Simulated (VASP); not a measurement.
MnPt: single point with LDA

Crystal: MnPt.

```xyz
4
Lattice="0.0000 2.7618 -3.5662 0.0000 2.7618 3.5662 2.7618 0.0000 0.0000" Properties=species:S:1:pos:R:3 pbc="T T T"
Mn    0.0000    0.0000    0.0000
Mn    0.0000    2.7618    0.0000
Pt    1.3809    1.3809    1.7831
Pt    1.3809    4.1427    1.7831
```

```
Program                : VASP 6.6.1
Task                   : single point
Functional             : LDA
Potentials or basis    : VASP PAW LDA potentials, release 64 (Mn_pv, Pt)
Cutoff                 : 520 eV
k mesh                 : 8 × 8 × 12
Occupations            : gaussian, width 0.05 eV
Spin                   : collinear spin, ferromagnetic start
Starting moments       : [3.5, 3.5, 0.0, 0.0] μB
Dipole correction      : no
Further INCAR settings : ALGO = Normal; EDIFF = 1e-06; NBANDS = 35
```

```json
{"Pressure": "-1.8 GPa", "Net moment": "6.92 μB per cell", "Site moments": "Mn +3.08; Pt +0.26 μB", "Valence electrons inside the program's atomic spheres": "Mn 11.68; Pt 9.50"}
```

Stress tensor (GPa, compression positive):
```
-2.63  0.00  0.00
 0.00 -2.15  0.00
 0.00  0.00 -0.67
```

Levels at points of the mesh, in eV from the Fermi level:
Spin up:
```tsv
k point	band 24	band 25	band 26	band 27	band 28	band 29
(0.00, 0.00, 0.00)	-0.25	-0.12	0.08	0.17	0.28	0.29
(0.50, 0.00, 0.00)	-1.20	-1.11	-1.11	0.12	0.12	3.23
(0.50, 0.50, 0.00)	-1.52	-1.51	-1.25	-1.24	-0.87	0.88
(0.00, 0.00, 0.50)	-1.25	-0.24	0.12	0.89	1.57	7.17
(0.50, 0.00, 0.50)	-0.22	0.00	0.00	2.57	2.57	2.60
(0.50, 0.50, 0.50)	0.08	0.11	0.17	0.48	0.48	1.18
```
Spin down:
```csv
k point,band 16,band 17,band 18,band 19,band 20,band 21,band 22,band 23
"(0.00, 0.00, 0.00)",-2.66,-1.28,-0.29,-0.16,-0.07,0.27,0.74,1.24
"(0.50, 0.00, 0.00)",-2.62,-2.10,-2.10,-0.52,-0.52,0.04,0.04,1.11
"(0.50, 0.50, 0.00)",-2.38,-2.33,-1.81,-1.06,-0.93,-0.71,-0.53,0.85
"(0.00, 0.00, 0.50)",-1.81,-1.63,-1.23,-1.23,-0.71,-0.53,0.38,0.85
"(0.50, 0.00, 0.50)",-3.55,-0.94,-0.94,0.07,0.07,1.04,1.04,1.06
"(0.50, 0.50, 0.50)",-0.30,-0.16,0.28,0.37,0.73,1.32,1.62,1.62
```

Wall time 12 min on 1 thread of Oxide Virtual Turin-like Processor, with other jobs on the host, peak memory 0.44 GiB.

Caveat: spin-orbit coupling is left out, which moves the levels of the heavy elements.
